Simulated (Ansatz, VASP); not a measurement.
**Two plane-wave programs on CdSe**

```
Cd Se
1.0
     0.00000    3.09841    3.09841
     3.09841    0.00000    3.09841
     3.09841    3.09841    0.00000
Cd Se
1 1
Cartesian
  0.1942 0.0011 -0.1137
  4.4535 4.6465 4.7613
```

Change from the starting cell: atom 1 moved 0.45 Å; relaxed back.

Alike in both runs: task relaxation of cell and atoms; functional PBE; k mesh 8 × 8 × 8; occupations gaussian, width 0.05 eV; no spin polarisation.

|  | VASP | Ansatz |
| --- | --- | --- |
| version | VASP 6.6.1 | Ansatz 0.2.0 |
| potentials or method | VASP PAW PBE potentials, release 64 (Cd, Se), cutoff 600 eV | scalar-relativistic, plane waves, PAW |
| valence electrons in the cell | 18 | 36 |

```csv
,VASP,Ansatz,Ansatz less VASP
"gap on the k mesh at the Fermi level, each at its own relaxed structure (eV)",0.48,0.49,+0.011
relaxed volume (Å³/atom),29.86,29.72,-0.145
relaxed cell length with the largest relative difference (Å),4.388,4.379,-0.0090
```

VASP's potentials hold 18 valence electrons a cell and Ansatz's 36, so a difference there can come from the potentials and not from the codes.
